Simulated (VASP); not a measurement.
Set up this calculation in VASP 6.6.1, as the native input.

```
Task                   : single point
Functional             : PBEsol
Potentials or basis    : VASP PAW PBE potentials, release 64 (Hf_pv, N)
Cutoff                 : 520 eV
k mesh                 : 18 × 18 × 18
Occupations            : gaussian, width 0.15 eV
Spin                   : no spin polarisation
Dipole correction      : no
Further INCAR settings : ALGO = Normal; EDIFF = 1e-06; NBANDS = 14
```

The structure of HfN lies in POSCAR:

```
HfN
1.0
    0.0000000000      2.1460500000      2.3154750000
    2.1460500000      0.0000000000      2.3154750000
    2.1460500000      2.1460500000      0.0000000000
Hf N
1 1
Direct
    0.0000000000      0.0000000000      0.0000000000
    0.5000000000      0.5000000000      0.5000000000
```

This cell differs from its parent crystal: strain -0.050 along x and y, +0.025 along z.

These files were run (other wordings do the same):

INCAR

```
PREC = Accurate
ENCUT = 520
EDIFF = 1E-6
ISMEAR = 0
SIGMA = 0.15
LREAL = F
LASPH = T
NELM = 80
ALGO = Normal
ISIF = 2
LWAVE = F
LCHARG = F
GGA = PS
NBANDS = 14
```

KPOINTS

```
Automatic mesh
0
Gamma
  18 18 18
```

Potentials or basis: VASP PAW PBE potentials, release 64 (Hf_pv, N).

The run is started by

```bash
$ cat potpaw_PBE.64/Hf_pv/POTCAR potpaw_PBE.64/N/POTCAR > POTCAR
$ mpirun -np 1 vasp_std > vasp.out
```

Results of the run:

```json
{"Pressure": "24.2 GPa", "Band gap on the k mesh": "zero (an odd number of electrons rules out a gap without spin polarisation)"}
```

Caveat: the cell differs from its parent crystal (strain -0.050 along x and y, +0.025 along z); the stress differs along the axes, from -8 to 40 GPa; the PAW data sets were made with another functional, which shifts forces and pressure a little; spin-orbit coupling is left out, which moves the levels of the heavy elements.

It took 2.2 min on 1 thread of Intel Xeon 8259CL, with other jobs on the host, peak memory 0.27 GiB.
